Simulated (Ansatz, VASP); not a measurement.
## C: VASP beside Ansatz

INCAR

```
ALGO = Normal
EDIFF = 1E-6
EDIFFG = -0.002
ENCUT = 520
GGA = PE
IBRION = 2
ISIF = 2
ISMEAR = 0
LASPH = T
LCHARG = F
LREAL = F
LWAVE = F
NELM = 60
NSW = 60
PREC = Accurate
SIGMA = 0.02
```

KPOINTS

```
k-points
0
Gamma
  9 9 6
```

Contents of POSCAR:

```
C
1.0
    2.5021834443      0.0000000000      0.0000000000
   -1.2510917222      2.1669544277      0.0000000000
    0.0000000000      0.0000000000      4.2430102239
C
4
Direct
    0.3333333333      0.6666666667     -0.0002709410
    0.6666666667      0.3333333333      0.4997290590
    0.3333333333      0.6666666667      0.3742709410
    0.6666666667      0.3333333333      0.8742709410
```

Input for Ansatz:

```yaml
crystal:
  lattice:
    - [2.5021834443, 0.0, 0.0]
    - [-1.2510917222, 2.1669544277, 0.0]
    - [0.0, 0.0, 4.2430102239]
  atoms:
    - { symbol: C, position: [0.3333333333, 0.6666666667, -0.000270941] }
    - { symbol: C, position: [0.6666666667, 0.3333333333, 0.499729059] }
    - { symbol: C, position: [0.3333333333, 0.6666666667, 0.374270941] }
    - { symbol: C, position: [0.6666666667, 0.3333333333, 0.874270941] }
basis:
  ecutwfc: 420
kpoints:
  mp_grid: { grid: [9, 9, 6] }
hamiltonian:
  xc: pbe
  pseudopotentials: { kind: paw, azcp: { folder: soft_1 } }
scf:
  occupations: { method: gaussian, width: 0.02 }
output:
  forces: true
  stress: true
  eigenvalues: true
relax:
  adjacent_minimum: "off"
  f_tol: 0.002
  max_steps: 40
```

Change from the starting cell: strained cell.

Alike in both runs: task relaxation of the atoms; functional PBE; k mesh 9 × 9 × 6; occupations gaussian, width 0.02 eV; no spin polarisation.

```csv
,VASP,Ansatz
version,VASP 6.6.1,Ansatz 0.2.0
potentials or method,"VASP PAW PBE potentials, release 64 (C), cutoff 520 eV","scalar-relativistic, plane waves, PAW"
valence electrons in the cell,16,16
```

Ansatz gave:

* gap on the k mesh at the Fermi level, each at its own relaxed structure (eV): 3.38

Question: Which values does VASP return?

Answer: gap on the k mesh at the Fermi level, each at its own relaxed structure (eV): 3.36.

Ansatz's warnings: stress scf threshold loose.
